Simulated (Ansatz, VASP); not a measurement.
## One calculation of HgTe, two programs

```
CELL_PARAMETERS angstrom
-0.09670 3.17515 3.17515
3.17515 -0.09670 3.17515
3.17515 3.17515 -0.09670
ATOMIC_POSITIONS crystal
Hg 0.00000 0.00000 0.00000
Te 0.75000 0.75000 0.75000
```

Change from the starting cell: equal xy, yz and zx shear strains of -3 %.

Alike in both runs: task single point; functional LDA; k mesh 11 × 11 × 11; occupations fermi-dirac, width 0.03 eV; no spin polarisation.

|  | VASP | Ansatz |
| --- | --- | --- |
| version | VASP 6.6.1 | Ansatz 0.2.0 |
| potentials or method | VASP PAW LDA potentials, release 64 (Hg, Te), cutoff 520 eV | all-electron LAPW, scalar-relativistic |

Ansatz gave:

```
pressure (GPa)                                                : 0.0
traceless stress, the component that is largest in VASP (GPa) : 1.32
rms of the force components (eV/Å)                            : 0.195
```

Q: Which values does VASP return?

A: Pressure (GPa): 0.2; traceless stress, the component that is largest in VASP (GPa): 1.36; rms of the force components (eV/Å): 0.206.

LDA's correlation is that of Perdew and Zunger in VASP and of Perdew and Wang (1992) in Ansatz. Atom by atom the forces differ by 0.011 eV/Å (rms over components). Ansatz ran all-electron here, and VASP with PAW potentials.

Spin-orbit coupling is off throughout.
